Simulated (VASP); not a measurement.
# Ca (I4/mmm) in VASP: notebook, part 2 of 2

VASP 6.6.1. Earlier steps stand in the parts before.

**3. Single point, PBEsol (strain -0.0100 x Voigt [1, 0, 0, 0, 0, 0])**

INCAR reads:

```
SYSTEM = Ca
PREC     = Accurate       ! precision mode
ENCUT    = 520            ! plane-wave cutoff, eV
EDIFF    = 1E-6           ! SCF threshold, eV
ISMEAR   = 0              ! smearing method
SIGMA    = 0.15           ! smearing width, eV
LREAL    = .FALSE.        ! projectors in reciprocal space
LASPH    = .TRUE.         ! aspherical terms in the spheres
NELM     = 80             ! most SCF steps
ALGO     = Normal         ! electronic algorithm
ISIF     = 2              ! what is computed and relaxed
LWAVE    = .FALSE.        ! write WAVECAR
LCHARG   = .TRUE.         ! write CHGCAR
GGA      = PS             ! functional
LELF     = .TRUE.         ! ELF
LVHAR    = .TRUE.       
NBANDS   = 11             ! bands
```

KPOINTS reads:

```
regular mesh
0
G
  14 14 14
  0 0 0
```

POSCAR reads:

```
Ca
1.0
    0.0000000000      2.7942000000      2.7942000000
    2.7662580000      0.0000000000      2.7942000000
    2.7662580000      2.7942000000      0.0000000000
Ca
1
Direct
    0.0000000000      0.0000000000      0.0000000000
```

Potentials or basis: VASP PAW PBE potentials, release 64 (Ca_sv).

Started as:

```sh
> cat potpaw_PBE.64/Ca_sv/POTCAR > POTCAR
> mpirun -np 1 vasp_std > vasp.out
```

OUTCAR:

```text
SYSTEM = Ca
   PREC = Accurate
   ENCUT = 520
   EDIFF = 1E-6
   ISMEAR = 0
   LREAL = .FALSE.
   LASPH = .TRUE.
   NELM = 80
   ISIF = 2
   GGA = PS

 ion  position               nearest neighbor table
   1  0.000  0.000  0.000-

  LATTYP: Found a body centered tetragonal cell.
 ALAT       =     3.9515955360
 C/A-ratio  =     1.4000714267

  Lattice vectors:

 A1 = (  -2.7662580000,   0.0000000000,  -2.7942000000)
 A2 = (  -2.7662580000,   0.0000000000,   2.7942000000)
 A3 = (   2.7662580000,   2.7942000000,   0.0000000000)

Analysis of symmetry for initial positions (statically):
=====================================================================
 Subroutine PRICEL returns:
 Original cell was already a primitive cell.

 Routine SETGRP: Setting up the symmetry group for a
 body centered tetragonal supercell.

 Subroutine GETGRP returns: Found 16 space group operations
 (whereof 16 operations were pure point group operations)
 out of a pool of 16 trial point group operations.

The static configuration has the point symmetry D_4h.

Analysis of symmetry for dynamics (positions and initial velocities):
=====================================================================
 Subroutine PRICEL returns:
 Original cell was already a primitive cell.

 Routine SETGRP: Setting up the symmetry group for a
 body centered tetragonal supercell.

 Subroutine GETGRP returns: Found 16 space group operations
 (whereof 16 operations were pure point group operations)
 out of a pool of 16 trial point group operations.

The dynamic configuration has the point symmetry D_4h.

 Subroutine INISYM returns: Found 16 space group operations
 (whereof 16 operations are pure point group operations),
 and found     1 'primitive' translations

----------------------------------------------------------------------------------------

                                     Primitive cell

  volume of cell :      43.1954

  direct lattice vectors                    reciprocal lattice vectors
     0.000000000  2.794200000  2.794200000    -0.180749590  0.178942094  0.178942094
     2.766258000  0.000000000  2.794200000     0.180749590 -0.178942094  0.178942094
     2.766258000  2.794200000  0.000000000     0.180749590  0.178942094 -0.178942094

  length of vectors
     3.951595536  3.931887201  3.931887201     0.310983859  0.310983859  0.310983859

  position of ions in fractional coordinates (direct lattice)
     0.000000000  0.000000000  0.000000000

  ion indices of the primitive-cell ions
   primitive index   ion index
                 1           1

----------------------------------------------------------------------------------------

 KPOINTS: regular mesh

Automatic generation of k-mesh.
 Grid dimensions read from file:
 generate k-points for:   14   14   14

 Generating k-lattice:

  Cartesian coordinates                     Fractional coordinates (reciprocal lattice)
    -0.012910685  0.012781578  0.012781578     0.071428571  0.000000000  0.000000000
     0.012910685 -0.012781578  0.012781578     0.000000000  0.071428571  0.000000000
     0.012910685  0.012781578 -0.012781578     0.000000000  0.000000000  0.071428571

  Length of vectors
     0.022213133  0.022213133  0.022213133

  Shift w.r.t. Gamma in fractional coordinates (k-lattice)
     0.000000000  0.000000000  0.000000000

 Subroutine IBZKPT returns following result:
 ===========================================

 Found    244 irreducible k-points:

 Following reciprocal coordinates:
            Coordinates               Weight
  0.000000  0.000000  0.000000      1.000000
  0.071429  0.000000  0.000000      8.000000
  0.142857  0.000000  0.000000      8.000000
  0.214286 -0.000000 -0.000000      8.000000
  0.285714  0.000000  0.000000      8.000000
  0.357143 -0.000000 -0.000000      8.000000
[... 16 lines left out ...]
  0.214286  0.142857  0.000000     16.000000
  0.285714  0.142857  0.000000     16.000000
 [... further k-points ...]
   k-points           NKPTS =    244   k-points in BZ     NKDIM =    244   number of bands    NBANDS=     11
   number of dos      NEDOS =    301   number of ions     NIONS =      1
   total plane-waves  NPLWV =  27000
   dimension x,y,z NGX =    30 NGY =   30 NGZ =   30
   dimension x,y,z NGXF=    60 NGYF=   60 NGZF=   60
   ions per type =               1
   NGX,Y,Z   is equivalent  to a cutoff of  12.62, 12.68, 12.68 a.u.
   NGXF,Y,Z  is equivalent  to a cutoff of  25.24, 25.37, 25.37 a.u.
 SYSTEM =  Ca
   PREC   = accura    normal or accurate (medium, high low for compatibility)
   ISTART =      0    job   : 0-new  1-cont  2-samecut
   ICHARG =      2    charge: 1-file 2-atom 10-const
   ISPIN  =      1    spin polarized calculation?
   LNONCOLLINEAR =      F non collinear calculations
   LSORBIT =      F    spin-orbit coupling
   LASPH  =      T    aspherical Exc in radial PAW
   ENCUT  =  520.0 eV  38.22 Ry    6.18 a.u.   7.35  7.31  7.31*2*pi/ulx,y,z
   NELM   =     80;   NELMIN=  2; NELMDL= -5     # of ELM steps
   EDIFF  = 0.1E-05   stopping-criterion for ELM
   LREAL  =      F    real-space projection
   EDIFFG = 0.1E-04   stopping-criterion for IOM
   NSW    =      0    number of steps for IOM
   IBRION =     -1    ionic relax: 0-MD 1-quasi-New 2-CG
   NFREE  =      0    steps in history (QN), initial steepest desc. (CG)
   ISIF   =      2    stress and relaxation
   ISYM   =      2    0-nonsym 1-usesym 2-fastsym
   POTIM  = 0.5000    time-step for ionic-motion
   TEBEG  =    0.0;   TEEND  =   0.0 temperature during run
   PSTRESS=    0.0 pullay stress
   NELECT =      10.0000    total number of electrons
   NUPDOWN=      -1.0000    fix difference up-down
   EMIN   =  10.00;   EMAX   =-10.00  energy-range for DOS
   EFERMI =   0.00;   METHOD = LEGACY
   ISMEAR =     0;   SIGMA  =   0.15  broadening in eV -4-tet -1-fermi 0-gaus
   EFERMI_NEDOS =   21; number of points for ismear=-14 and -15
   IALGO  =     38    algorithm
   IMIX   =      4    mixing-type and parameters
     AMIX     =   0.40;   BMIX     =  1.00
     AMIX_MAG =   1.60;   BMIX_MAG =  1.00
  volume/ion in A,a.u.               =      43.20       291.50
  Fermi-wavevector in a.u.,A,eV,Ry     =   1.005223  1.899595 13.748315  1.010473
  Thomas-Fermi vector in A             =   2.137888
   LORBIT       =      0    0 simple, 1 ext, 2 COOP (PROOUT), +10 PAW based schemes
   GGA     = PS    functional components
   LHFCALC =     F    Hartree Fock is set to
   AEXX    =    0.0000 exact exchange contribution
   IVDW    =     0    specifies the selected vdW correction
   LEPSILON=     F    determine dielectric tensor
   LRPA    =     F    only Hartree local field effects (RPA)
 non-spin polarized calculation
 Gauss-broadening in eV      SIGMA  =   0.15
  energy-cutoff  :      520.00
  volume of cell :       43.20
 maximum number of plane-waves:      1195
 NGX is ok and might be reduce to    30
   NGX = 15   NGY = 15   NGZ = 15

 number of electron      10.0000000 magnetization

 number of electron       9.9999998 magnetization

 Free energy of the ion-electron system (eV)
  ---------------------------------------------------
  ext. energy  EPLUGINS =         0.00000000
  ---------------------------------------------------
  free energy    TOTEN  =        -2.13353537 eV

  energy without entropy =       -2.11868977  energy(sigma->0) =       -2.12611257

 E-fermi :   1.7969     XC(G=0):  -7.7368

 val. band max:        1.7894422522   @ k =  -0.2143   0.4286   0.3571
 cond. band min:       1.8149704086   @ k =  -0.2857   0.3571   0.3571
 fundamental gap:      0.0255281564
 Fermi energy:         1.7968717852

 k-point     1 :       0.0000    0.0000    0.0000
  band No.  band energies     occupation
      1     -40.0968      2.00000
      2     -21.0916      2.00000
      3     -21.0916      2.00000
      4     -21.0908      2.00000
      5      -2.1918      2.00000
      6       4.0807      0.00000
      7       4.0807      0.00000
      8       4.1249      0.00000
      9       5.1153      0.00000
     10       5.1721      0.00000
     11      10.8293      0.00000
[... 309 lines left out ...]
 k-point    24 :       0.2857    0.1429    0.0000
  band No.  band energies     occupation
      1     -40.0894      2.00000
      2     -21.1554      2.00000
      3     -21.1089      2.00000
      4     -21.1079      2.00000
      5      -1.0028      2.00000
      6       3.1561      0.00000
      7       4.0558      0.00000
      8       4.4136      0.00000
      9       4.8270      0.00000
     10       5.4428      0.00000
     11       9.3585      0.00000

 [... further k-points ...]
[... 5 lines left out ...]
  --------------------------------------------------------------------------------------
  -------------------------------------------------------------------------------------
  Total       -0.2628309     -0.2825905     -0.2825905      0.0000000      0.0000000     -0.0000000
  in kB       -9.7487605    -10.4816716    -10.4816716      0.0000000      0.0000000     -0.0000000
  external PRESSURE =     -10.2373679 kB  Pullay stress =       0.0000000 kB

 VOLUME and BASIS-vectors are now :
 -----------------------------------------------------------------------------
  energy-cutoff  :      520.00
  volume of cell :       43.20
      direct lattice vectors                 reciprocal lattice vectors
     0.000000000  2.794200000  2.794200000    -0.180749590  0.178942094  0.178942094
     2.766258000  0.000000000  2.794200000     0.180749590 -0.178942094  0.178942094
     2.766258000  2.794200000  0.000000000     0.180749590  0.178942094 -0.178942094

 POSITION                                       TOTAL-FORCE (eV/Angst)
 -----------------------------------------------------------------------------------
      0.00000      0.00000      0.00000         0.000000      0.000000     -0.000000
 -----------------------------------------------------------------------------------
    total drift:                               -0.000000     -0.000000      0.000000

  FREE ENERGIE OF THE ION-ELECTRON SYSTEM (eV)
  ---------------------------------------------------
  free  energy   TOTEN  =        -2.1335353723 eV

  energy  without entropy=       -2.1186897655  energy(sigma->0) =       -2.12611257
```

It took 39 s on 1 thread of Intel Xeon 6975P-C (Granite Rapids), shared host; peak memory 0.25 GiB.

What came out:

| Item | Value |
| --- | --- |
| Free energy | -2.1335 eV |
| Pressure | -1.0 GPa |
| Band gap on the k mesh | zero (band 5 reaches 1.97 eV, above the bottom of band 6 at 1.63 eV) |

Levels at points of the mesh, in eV from the Fermi level:
```tsv
k point	band 2	band 3	band 4	band 5	band 6	band 7	band 8	band 9
(0.00, 0.00, 0.00)	-22.89	-22.89	-22.89	-3.99	2.28	2.28	2.33	3.32
(0.50, 0.00, 0.00)	-23.02	-22.91	-22.91	-0.99	-0.17	2.16	2.22	4.01
(0.50, 0.50, 0.00)	-23.01	-22.94	-22.93	-0.44	0.59	0.89	4.01	4.18
(0.00, 0.50, 0.50)	-23.01	-22.94	-22.94	-0.41	0.57	0.99	4.01	4.20
```

Caveat: the cell differs from its parent crystal (strain -0.0100 x Voigt [1, 0, 0, 0, 0, 0]); the PAW data sets were made with another functional, which shifts forces and pressure a little.

**4. Single point, PBEsol (strain +0.0100 x Voigt [1, 0, 0, 0, 0, 0])**

INCAR reads:

```
SYSTEM = Ca
ALGO = Normal ; EDIFF = 1E-6
ENCUT = 520 ; GGA = PS
ISIF = 2 ; ISMEAR = 0
LASPH = .True. ; LCHARG = .True.
LELF = .True. ; LREAL = .False.
LVHAR = .True. ; LWAVE = .False.
NBANDS = 11 ; NELM = 80
PREC = Accurate ; SIGMA = 0.15
```

KPOINTS reads:

```
k-points
0
Gamma
  14 14 14
  0 0 0
```

POSCAR reads:

```
Ca
1.0
    0.0000000000      2.7942000000      2.7942000000
    2.8221420000      0.0000000000      2.7942000000
    2.8221420000      2.7942000000      0.0000000000
Ca
1
Direct
    0.0000000000      0.0000000000      0.0000000000
```

Potentials or basis: VASP PAW PBE potentials, release 64 (Ca_sv).

Started as:

```sh
> cat potpaw_PBE.64/Ca_sv/POTCAR > POTCAR
> mpirun -np 1 vasp_std > vasp.out
```

OUTCAR:

```text
SYSTEM = Ca
   EDIFF = 1E-6
   ENCUT = 520
   GGA = PS
   ISIF = 2
   ISMEAR = 0
   LASPH = .True.
   LREAL = .False.
   NELM = 80
   PREC = Accurate

 ion  position               nearest neighbor table
   1  0.000  0.000  0.000-

  LATTYP: Found a body centered tetragonal cell.
 ALAT       =     3.9515955360
 C/A-ratio  =     1.4283556980

  Lattice vectors:

 A1 = (   2.8221420000,   0.0000000000,   2.7942000000)
[... 509 lines left out ...]
      1     -40.2134      2.00000
      2     -21.2765      2.00000
      3     -21.2338      2.00000
      4     -21.2320      2.00000
      5      -1.0497      2.00000
      6       3.0719      0.00000
      7       3.9794      0.00000
      8       4.2795      0.00000
      9       4.7042      0.00000
     10       5.2975      0.00000
     11       9.1302      0.00000

 [... further k-points ...]
[... 5 lines left out ...]
  --------------------------------------------------------------------------------------
  -------------------------------------------------------------------------------------
  Total       -0.3737873     -0.3519535     -0.3519535     -0.0000000      0.0000000     -0.0000000
  in kB      -13.5897458    -12.7959355    -12.7959355     -0.0000000      0.0000000     -0.0000000
  external PRESSURE =     -13.0605389 kB  Pullay stress =       0.0000000 kB

 VOLUME and BASIS-vectors are now :
 -----------------------------------------------------------------------------
  energy-cutoff  :      520.00
  volume of cell :       44.07
      direct lattice vectors                 reciprocal lattice vectors
     0.000000000  2.794200000  2.794200000    -0.177170390  0.178942094  0.178942094
     2.822142000  0.000000000  2.794200000     0.177170390 -0.178942094  0.178942094
     2.822142000  2.794200000  0.000000000     0.177170390  0.178942094 -0.178942094

 POSITION                                       TOTAL-FORCE (eV/Angst)
 -----------------------------------------------------------------------------------
      0.00000      0.00000      0.00000         0.000000     -0.000000      0.000000
 -----------------------------------------------------------------------------------
    total drift:                               -0.000000     -0.000000      0.000000

  FREE ENERGIE OF THE ION-ELECTRON SYSTEM (eV)
  ---------------------------------------------------
  free  energy   TOTEN  =        -2.1274178062 eV

  energy  without entropy=       -2.1125741274  energy(sigma->0) =       -2.11999597
```

OSZICAR:

```text
N       E                     dE             d eps       ncg     rms          rms(c)
DAV:   1     0.657630037196E+02    0.65763E+02   -0.49932E+03  5368   0.818E+02
DAV:   2    -0.619094030817E+00   -0.66382E+02   -0.65787E+02  5857   0.207E+02
DAV:   3    -0.205620655303E+01   -0.14371E+01   -0.14221E+01  7954   0.300E+01
DAV:   4    -0.213182112331E+01   -0.75615E-01   -0.75248E-01  7036   0.518E+00
DAV:   5    -0.213356815686E+01   -0.17470E-02   -0.17464E-02  7488   0.686E-01    0.232E+00
DAV:   6    -0.212959343946E+01    0.39747E-02   -0.77571E-03  6673   0.102E+00    0.139E+00
DAV:   7    -0.212755427338E+01    0.20392E-02   -0.13892E-02  5701   0.144E+00    0.864E-02
DAV:   8    -0.212741096303E+01    0.14331E-03   -0.10398E-03  6738   0.272E-01    0.201E-02
DAV:   9    -0.212741762398E+01   -0.66609E-05   -0.70319E-05  6883   0.732E-02    0.735E-03
DAV:  10    -0.212741780621E+01   -0.18223E-06   -0.67516E-06  8111   0.218E-02
   1 F= -.21274178E+01 E0= -.21199960E+01  d E =-.148437E-01
```

Wall time 42 s (1 thread of Intel Xeon 6975P-C (Granite Rapids), shared host); peak memory 0.25 GiB.

Results:

| Property | Result |
| --- | --- |
| Free energy | -2.1274 eV |
| Pressure | -1.3 GPa |
| Band gap on the k mesh | zero (band 5 reaches 1.91 eV, above the bottom of band 6 at 1.54 eV) |

Levels at points of the mesh, in eV from the Fermi level:
| k point | band 3 | band 4 | band 5 | band 6 | band 7 | band 8 |
| --- | --- | --- | --- | --- | --- | --- |
| (0.00, 0.00, 0.00) | -22.94 | -22.94 | -3.95 | 2.24 | 2.29 | 2.29 |
| (0.50, 0.00, 0.00) | -22.96 | -22.95 | -0.98 | -0.18 | 2.14 | 2.19 |
| (0.50, 0.50, 0.00) | -22.98 | -22.98 | -0.41 | 0.58 | 0.92 | 3.94 |
| (0.00, 0.50, 0.50) | -22.98 | -22.98 | -0.44 | 0.60 | 0.83 | 3.95 |

Caveat: the cell differs from its parent crystal (strain +0.0100 x Voigt [1, 0, 0, 0, 0, 0]); the PAW data sets were made with another functional, which shifts forces and pressure a little.

**5. Single point, PBEsol (strain +0.0200 x Voigt [1, 0, 0, 0, 0, 0])**

INCAR reads:

```
SYSTEM = Ca
ALGO     = Fast           ! electronic algorithm
EDIFF    = 1E-7           ! SCF threshold, eV
ENCUT    = 520            ! plane-wave cutoff, eV
GGA      = PS             ! functional
ISIF     = 2              ! what is computed and relaxed
ISMEAR   = 0              ! smearing method
LASPH    = .True.         ! aspherical terms in the spheres
LCHARG   = .False.        ! write CHGCAR
LREAL    = .False.        ! projectors in reciprocal space
LWAVE    = .False.        ! write WAVECAR
NBANDS   = 11             ! bands
NELM     = 100            ! most SCF steps
PREC     = Accurate       ! precision mode
SIGMA    = 0.15           ! smearing width, eV
```

KPOINTS is that of step 4.

POSCAR reads:

```
Ca
1.0
    0.0000000000      2.7942000000      2.7942000000
    2.8500840000      0.0000000000      2.7942000000
    2.8500840000      2.7942000000      0.0000000000
Ca
1
Direct
    0.0000000000      0.0000000000      0.0000000000
```

Started as:

```sh
> cat potpaw_PBE.64/Ca_sv/POTCAR > POTCAR
> mpirun -np 1 vasp_std > vasp.out
```

It took 66 s on 1 thread of Intel Xeon 6975P-C (Granite Rapids), shared host; peak memory 0.25 GiB.

It converged, with:

```
Free energy            : -2.1236 eV
Pressure               : -1.4 GPa
Band gap on the k mesh : zero (band 5 reaches 1.88 eV, above the bottom of band 6 at 1.50 eV)
```

Stress tensor (GPa, compression positive):
```
-1.53  0.00  0.00
 0.00 -1.37  0.00
 0.00  0.00 -1.37
```

Levels at points of the mesh, in eV from the Fermi level:
```csv
k point,band 1,band 2,band 3,band 4,band 5,band 6,band 7,band 8,band 9,band 10
"(0.00, 0.00, 0.00)",-41.97,-22.96,-22.96,-22.96,-3.93,2.20,2.29,2.29,3.21,3.32
"(0.50, 0.00, 0.00)",-41.95,-23.08,-22.98,-22.98,-0.98,-0.19,2.10,2.21,3.90,3.94
"(0.50, 0.50, 0.00)",-41.95,-23.07,-23.01,-23.00,-0.39,0.58,0.94,3.90,4.05,4.12
"(0.00, 0.50, 0.50)",-41.95,-23.07,-23.00,-23.00,-0.45,0.62,0.75,3.92,4.08,4.08
```

Caveat: the cell differs from its parent crystal (strain +0.0200 x Voigt [1, 0, 0, 0, 0, 0]); the PAW data sets were made with another functional, which shifts forces and pressure a little.

**6. The runs side by side**

| cell | gap on the mesh (eV) | pressure (GPa) |
| --- | --- | --- |
| a = 3.952, b = 3.912, c = 3.912 Å, angles 60.7, 59.7, 59.7°, 1 atom | none | -0.9 |
| a = 3.952, b = 3.932, c = 3.932 Å, angles 60.3, 59.8, 59.8°, 1 atom | none | -1.0 |
| a = 3.952, b = 3.971, c = 3.971 Å, angles 59.7, 60.2, 60.2°, 1 atom | none | -1.3 |
| a = 3.952, b = 3.991, c = 3.991 Å, angles 59.3, 60.3, 60.3°, 1 atom | none | -1.4 |

Alike in all rows: task single point; level PBEsol; potentials or basis VASP PAW PBE potentials, release 64 (Ca_sv); no spin polarisation; k mesh 14 × 14 × 14; cutoff (eV) 520; smearing gaussian 0.15 eV.

Caveats: the PAW data sets were made with another functional, which shifts forces and pressure a little.

Total energies depend on the potentials used, so only differences within one code and one set of settings carry meaning.
